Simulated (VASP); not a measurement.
# CdH2O2 (P-3m1) in VASP: further runs

The runs below take CdH2O2 through single point, with PBEsol+D3(BJ).

All numbers are computed with VASP 6.6.1; they aren't measurements. Logs are shortened: lines on timing, memory, paths and dates and some standing lists are left out, and cuts for length are marked.

## 1. The cell of the first run

Symmetry: P-3m1, No. 164, trigonal system. Conventional cell: a = 3.419 Å, b = 3.419 Å, c = 4.516 Å, α = 90.00°, β = 90.00°, γ = 120.00°. Cd (site symmetry -3m) has 6 O at 2.25 Å and 6 H at 2.83 Å within 3.0 Å. Within 1.3 Å of H (site symmetry 3m) lie 1 O at 0.94 Å. Within 1.3 Å of O (site symmetry 3m) lie 1 H at 0.94 Å.

## 2. Single point, PBEsol+D3(BJ)

Contents of INCAR:

```
SYSTEM = CdH2O2
PREC = Accurate
ENCUT = 520
EDIFF = 1E-6
ISMEAR = 0
SIGMA = 0.01
LREAL = .FALSE.
LASPH = .TRUE.
NELM = 100
ALGO = Normal
ISIF = 2
LWAVE = .FALSE.
LCHARG = .FALSE.
GGA = PS
IVDW = 12
NBANDS = 21
```

Contents of KPOINTS:

```
Automatic mesh
0
G
  6 6 4
  0 0 0
```

Contents of POSCAR:

```
CdH2O2
1.0
    3.4191613059      0.0000000000      0.0000000000
   -1.7095806529      2.9610807220      0.0000000000
    0.0000000000      0.0000000000      4.5157094958
Cd H O
1 2 2
Direct
    0.0000000000      0.0000000000      0.0000000000
    0.6666666667      0.3333333333      0.5509610000
    0.3333333333      0.6666666667      0.4490390000
    0.6666666667      0.3333333333      0.7593720000
    0.3333333333      0.6666666667      0.2406280000
```

Potentials or basis: VASP PAW PBE potentials, release 64 (Cd, H, O).

On the command line:

```bash
$ cat potpaw_PBE.64/Cd/POTCAR potpaw_PBE.64/H/POTCAR potpaw_PBE.64/O/POTCAR > POTCAR
$ mpirun -np 1 vasp_std > vasp.out
```

OUTCAR:

```text
SYSTEM = CdH2O2
   PREC = Accurate
   ENCUT = 520
   EDIFF = 1E-6
   ISMEAR = 0
   LREAL = .FALSE.
   LASPH = .TRUE.
   NELM = 100
   ISIF = 2
   GGA = PS
   IVDW = 12
 IVDW          = 12

 ion  position               nearest neighbor table
   1  0.000  0.000  0.000-   4 2.25   5 2.25   4 2.25   5 2.25   4 2.25   5 2.25
   2  0.667  0.333  0.551-   4 0.94
   3  0.333  0.667  0.449-   5 0.94
   4  0.667  0.333  0.759-   2 0.94   1 2.25   1 2.25   1 2.25
   5  0.333  0.667  0.241-   3 0.94   1 2.25   1 2.25   1 2.25

  LATTYP: Found a hexagonal cell.
 ALAT       =     3.4191613059
 C/A-ratio  =     1.3207067733

  Lattice vectors:

 A1 = (   3.4191613059,   0.0000000000,   0.0000000000)
 A2 = (  -1.7095806529,   2.9610807220,   0.0000000000)
 A3 = (   0.0000000000,   0.0000000000,   4.5157094958)

Analysis of symmetry for initial positions (statically):
=====================================================================
 Subroutine PRICEL returns:
 Original cell was already a primitive cell.

 Routine SETGRP: Setting up the symmetry group for a
 hexagonal supercell.

 Subroutine GETGRP returns: Found 12 space group operations
 (whereof 12 operations were pure point group operations)
 out of a pool of 24 trial point group operations.

The static configuration has the point symmetry D_3d.

Analysis of symmetry for dynamics (positions and initial velocities):
=====================================================================
 Subroutine PRICEL returns:
 Original cell was already a primitive cell.

 Routine SETGRP: Setting up the symmetry group for a
 hexagonal supercell.

 Subroutine GETGRP returns: Found 12 space group operations
 (whereof 12 operations were pure point group operations)
 out of a pool of 24 trial point group operations.

The dynamic configuration has the point symmetry D_3d.

 Subroutine INISYM returns: Found 12 space group operations
 (whereof 12 operations are pure point group operations),
 and found     1 'primitive' translations

----------------------------------------------------------------------------------------

                                     Primitive cell

[... 91 lines left out ...]
   LSORBIT =      F    spin-orbit coupling
   LASPH  =      T    aspherical Exc in radial PAW
   ENCUT  =  520.0 eV  38.22 Ry    6.18 a.u.   6.36  6.36  8.40*2*pi/ulx,y,z
   NELM   =    100;   NELMIN=  2; NELMDL= -5     # of ELM steps
   EDIFF  = 0.1E-05   stopping-criterion for ELM
   LREAL  =      F    real-space projection
   EDIFFG = 0.1E-04   stopping-criterion for IOM
   NSW    =      0    number of steps for IOM
   IBRION =     -1    ionic relax: 0-MD 1-quasi-New 2-CG
   NFREE  =      0    steps in history (QN), initial steepest desc. (CG)
   ISIF   =      2    stress and relaxation
   ISYM   =      2    0-nonsym 1-usesym 2-fastsym
   POTIM  = 0.5000    time-step for ionic-motion
   TEBEG  =    0.0;   TEEND  =   0.0 temperature during run
   PSTRESS=    0.0 pullay stress
   NELECT =      26.0000    total number of electrons
   NUPDOWN=      -1.0000    fix difference up-down
   EMIN   =  10.00;   EMAX   =-10.00  energy-range for DOS
   EFERMI =   0.00;   METHOD = LEGACY
   ISMEAR =     0;   SIGMA  =   0.01  broadening in eV -4-tet -1-fermi 0-gaus
   EFERMI_NEDOS =   21; number of points for ismear=-14 and -15
   IALGO  =     38    algorithm
   IMIX   =      4    mixing-type and parameters
     AMIX     =   0.40;   BMIX     =  1.00
     AMIX_MAG =   1.60;   BMIX_MAG =  1.00
  volume/ion in A,a.u.               =       9.14        61.71
  Fermi-wavevector in a.u.,A,eV,Ry     =   1.356336  2.563104 25.029927  1.839648
  Thomas-Fermi vector in A             =   2.483348
   LORBIT       =      0    0 simple, 1 ext, 2 COOP (PROOUT), +10 PAW based schemes
   GGA     = PS    functional components
   LHFCALC =     F    Hartree Fock is set to
   AEXX    =    0.0000 exact exchange contribution
   IVDW    =    12    specifies the selected vdW correction
   LEPSILON=     F    determine dielectric tensor
   LRPA    =     F    only Hartree local field effects (RPA)
 non-spin polarized calculation
 Gauss-broadening in eV      SIGMA  =   0.01
  energy-cutoff  :      520.00
  volume of cell :       45.72
 maximum number of plane-waves:      1249
 NGX is ok and might be reduce to    28
   NGX = 13   NGY = 13   NGZ = 17

 number of electron      26.0000008 magnetization

 Free energy of the ion-electron system (eV)
  ---------------------------------------------------
  ext. energy  EPLUGINS =         0.00000000
  ---------------------------------------------------
  free energy    TOTEN  =       -23.32173918 eV

  energy without entropy =      -23.32173918  energy(sigma->0) =      -23.32173918

 E-fermi :   0.6581     XC(G=0): -10.6384

 val. band max:        0.5571171530   @ k =   0.5000   0.0000   0.0000
 cond. band min:       2.3786863661   @ k =   0.0000   0.0000   0.0000
 fundamental gap:      1.8215692132
 Fermi energy:         0.6580930227

 k-point     1 :       0.0000    0.0000    0.0000
  band No.  band energies     occupation
      1     -18.5966      2.00000
      2     -17.3599      2.00000
      3      -7.6726      2.00000
      4      -6.0903      2.00000
      5      -6.0903      2.00000
      6      -5.1001      2.00000
[... 565 lines left out ...]
     20      17.6082      0.00000
     21      18.1074      0.00000

------------------------ aborting loop because EDIFF is reached ----------------------------------------

 Edisp (eV)   -0.54591

 E8    (eV) :    -0.3054

  FORCE on cell =-STRESS in cart. coord.  units (eV):
  Direction    XX          YY          ZZ          XY          YZ          ZX
  --------------------------------------------------------------------------------------
  -------------------------------------------------------------------------------------
  Total       1.85882     1.85882     4.80039     0.00000     0.00000     0.00000
  in kB      65.14057    65.14058   168.22526     0.00000     0.00000     0.00000
  external pressure =       99.50 kB  Pullay stress =        0.00 kB

 VOLUME and BASIS-vectors are now :
 -----------------------------------------------------------------------------
  energy-cutoff  :      520.00
  volume of cell :       45.72
      direct lattice vectors                 reciprocal lattice vectors
     3.419161306  0.000000000  0.000000000     0.292469384  0.168857268  0.000000000
    -1.709580653  2.961080722  0.000000000     0.000000000  0.337714535  0.000000000
     0.000000000  0.000000000  4.515709496     0.000000000  0.000000000  0.221449143

 POSITION                                       TOTAL-FORCE (eV/Angst)
 -----------------------------------------------------------------------------------
      0.00000      0.00000      0.00000        -0.000000      0.000000      0.000000
      1.70958      0.98703      2.48798        -0.000000      0.000000     -2.078137
     -0.00000      1.97405      2.02773        -0.000000     -0.000000      2.078137
      1.70958      0.98703      3.42910         0.000000     -0.000000      1.531959
     -0.00000      1.97405      1.08661         0.000000      0.000000     -1.531959
 -----------------------------------------------------------------------------------
    total drift:                                0.000000     -0.000000      0.000000

  FREE ENERGIE OF THE ION-ELECTRON SYSTEM (eV)
  ---------------------------------------------------
  free  energy   TOTEN  =       -23.8676490588 eV

  energy  without entropy=      -23.8676490588  energy(sigma->0) =      -23.86764906
```

It took 36 s on 1 thread of AMD EPYC 7R13, shared host; peak memory 0.17 GiB.

Results:

- Free energy: -23.8676 eV
- Pressure: 10.0 GPa
- Largest force: 2.078 eV/Å
- Band gap on the k mesh: 1.82 eV (least direct gap 2.18 eV)
- Dispersion energy per atom: -0.109 eV

Forces in eV/Å, atoms in the order of the input:
```
Cd   0.000  0.000  0.000
H    0.000  0.000 -2.078
H    0.000  0.000  2.078
O    0.000  0.000  1.532
O    0.000  0.000 -1.532
```

Caveat: the cell stands under pressure; the PAW data sets were made with another functional, which shifts forces and pressure a little.

## 3. Single point, PBEsol+D3(BJ)

This run uses another cell than the first one, of 9.41 Å³/atom.

INCAR, as its differences from that of step 2:

```diff
@@ -12,5 +12,7 @@
 LWAVE = .FALSE.
-LCHARG = .FALSE.
+LCHARG = .TRUE.
 GGA = PS
 IVDW = 12
+LELF = .TRUE.
+LVHAR = .TRUE.
 NBANDS = 21
```

Contents of KPOINTS:

```
regular mesh
0
G
  6 6 4
  0 0 0
```

POSCAR, as its differences from that of step 2:

```diff
@@ -2,5 +2,5 @@
 1.0
-    3.4191613059      0.0000000000      0.0000000000
-   -1.7095806529      2.9610807220      0.0000000000
-    0.0000000000      0.0000000000      4.5157094958
+    3.4518825410      0.0000000000      0.0000000000
+   -1.7259412705      2.9894181445      0.0000000000
+    0.0000000000      0.0000000000      4.5589246526
 Cd H O
```

Potentials or basis: VASP PAW PBE potentials, release 64 (Cd, H, O).

On the command line:

```bash
$ cat potpaw_PBE.64/Cd/POTCAR potpaw_PBE.64/H/POTCAR potpaw_PBE.64/O/POTCAR > POTCAR
$ mpirun -np 1 vasp_std > vasp.out
```

Run time: 46 s. Hardware: 1 thread of AMD EPYC 7R13, shared host; peak memory 0.17 GiB.

The run converged. Its results:

```
Free energy                : -23.9338 eV
Pressure                   : 5.6 GPa
Largest force              : 1.553 eV/Å
Band gap on the k mesh     : 1.75 eV (least direct gap 2.10 eV)
Dispersion energy per atom : -0.106 eV
```

Forces in eV/Å, atoms in the order of the input:
```
Cd   0.000  0.000  0.000
H    0.000  0.000 -1.553
H    0.000  0.000  1.553
O    0.000  0.000  1.243
O    0.000  0.000 -1.243
```

Stress tensor (GPa, compression positive):
```
 3.00  0.00  0.00
 0.00  3.00  0.00
 0.00  0.00 10.79
```

Levels at points of the mesh, in eV from the valence-band top:
```csv
k point,band 10,band 11,band 12,band 13,band 14,band 15,band 16,band 17
"(0.00, 0.00, 0.00)",-1.22,-1.22,-0.36,-0.36,1.75,6.09,10.39,13.11
"(0.50, 0.00, 0.00)",-2.91,-2.75,-2.47,0.00,6.55,6.80,8.94,10.54
"(0.00, 0.00, 0.50)",-1.49,-1.49,-0.05,-0.05,4.29,4.61,11.26,11.52
"(0.50, 0.00, 0.50)",-2.66,-2.08,-1.98,-0.52,6.24,7.01,9.32,9.53
```

Caveat: the cell stands under pressure; the PAW data sets were made with another functional, which shifts forces and pressure a little.

## 4. Single point, PBEsol+D3(BJ)

This run uses another cell than the first one, of 9.67 Å³/atom.

Contents of INCAR:

```
  PREC = Accurate
  ENCUT = 520
  EDIFF = 1E-6
  ISMEAR = 0
  SIGMA = 0.01
  LREAL = F
  LASPH = T
  NELM = 80
  ALGO = Normal
  ISIF = 2
  LWAVE = F
  LCHARG = F
  GGA = PS
  IVDW = 12
  NBANDS = 21
```

Contents of KPOINTS:

```
regular mesh
0
Gamma
  6 6 4
```

POSCAR, as its differences from that of step 3:

```diff
@@ -2,5 +2,5 @@
 1.0
-    3.4518825410      0.0000000000      0.0000000000
-   -1.7259412705      2.9894181445      0.0000000000
-    0.0000000000      0.0000000000      4.5589246526
+    3.4839949203      0.0000000000      0.0000000000
+   -1.7419974602      3.0172282824      0.0000000000
+    0.0000000000      0.0000000000      4.6013356895
 Cd H O
```

Potentials or basis: VASP PAW PBE potentials, release 64 (Cd, H, O).

On the command line:

```bash
$ cat potpaw_PBE.64/Cd/POTCAR potpaw_PBE.64/H/POTCAR potpaw_PBE.64/O/POTCAR > POTCAR
$ mpirun -np 1 vasp_std > vasp.out
```

OUTCAR:

```text
PREC = Accurate
   ENCUT = 520
   EDIFF = 1E-6
   ISMEAR = 0
   LREAL = F
   LASPH = T
   NELM = 80
   ISIF = 2
   GGA = PS
   IVDW = 12
 IVDW          = 12

 ion  position               nearest neighbor table
   1  0.000  0.000  0.000-   4 2.30   5 2.30   4 2.30   5 2.30   4 2.30   5 2.30
   2  0.667  0.333  0.551-   4 0.96
   3  0.333  0.667  0.449-   5 0.96
   4  0.667  0.333  0.759-   2 0.96   1 2.30   1 2.30   1 2.30
[... 780 lines left out ...]

  FORCE on cell =-STRESS in cart. coord.  units (eV):
  Direction    XX          YY          ZZ          XY          YZ          ZX
  --------------------------------------------------------------------------------------
  -------------------------------------------------------------------------------------
  Total       0.00197     0.00197     1.65781    -0.00000     0.00000     0.00000
  in kB       0.06516     0.06516    54.91308    -0.00000     0.00000     0.00000
  external pressure =       18.35 kB  Pullay stress =        0.00 kB

 VOLUME and BASIS-vectors are now :
 -----------------------------------------------------------------------------
  energy-cutoff  :      520.00
  volume of cell :       48.37
      direct lattice vectors                 reciprocal lattice vectors
     3.483994920  0.000000000  0.000000000     0.287026825  0.165715005  0.000000000
    -1.741997460  3.017228282  0.000000000     0.000000000  0.331430010  0.000000000
     0.000000000  0.000000000  4.601335689     0.000000000  0.000000000  0.217328199

 POSITION                                       TOTAL-FORCE (eV/Angst)
 -----------------------------------------------------------------------------------
      0.00000      0.00000      0.00000         0.000000     -0.000000      0.000000
      1.74200      1.00574      2.53516         0.000000     -0.000000     -1.069573
     -0.00000      2.01149      2.06618         0.000000     -0.000000      1.069573
      1.74200      1.00574      3.49413        -0.000000      0.000000      0.970126
     -0.00000      2.01149      1.10721        -0.000000     -0.000000     -0.970126
 -----------------------------------------------------------------------------------
    total drift:                                0.000000     -0.000000      0.000000

  FREE ENERGIE OF THE ION-ELECTRON SYSTEM (eV)
  ---------------------------------------------------
  free  energy   TOTEN  =       -23.9665084428 eV

  energy  without entropy=      -23.9665084428  energy(sigma->0) =      -23.96650844
```

stdout:

```text
POSCAR found type information on POSCAR CdH O
 POSCAR found :  3 types and       5 ions
 scaLAPACK will be used
 -----------------------------------------------------------------------------
|                                                                             |
|                                                                             |
|     You enforced a specific xc type in the INCAR file but a different       |
|     I HOPE YOU KNOW WHAT YOU ARE DOING!                                     |
|                                                                             |
 -----------------------------------------------------------------------------

 LDA part: xc-table for (Slater+PW92), standard interpolation
 POSCAR, INCAR and KPOINTS ok, starting setup
 FFT: planning ... GRIDC
 FFT: planning ... GRID_SOFT
 FFT: planning ... GRID
 WAVECAR not read
 entering main loop
```

It took 33 s on 1 thread of AMD EPYC 7R13, shared host; peak memory 0.17 GiB.

Results:

| Item | Value |
| --- | --- |
| Free energy | -23.9665 eV |
| Pressure | 1.8 GPa |
| Largest force | 1.070 eV/Å |
| Band gap on the k mesh | 1.67 eV (least direct gap 2.03 eV) |
| Dispersion energy per atom | -0.103 eV |

Forces in eV/Å, atoms in the order of the input:
```
Cd   0.000  0.000  0.000
H    0.000  0.000 -1.070
H    0.000  0.000  1.070
O    0.000  0.000  0.970
O    0.000  0.000 -0.970
```

Caveat: the PAW data sets were made with another functional, which shifts forces and pressure a little. A k mesh can miss the band edges.

(Part 1 of 2 ends here.)
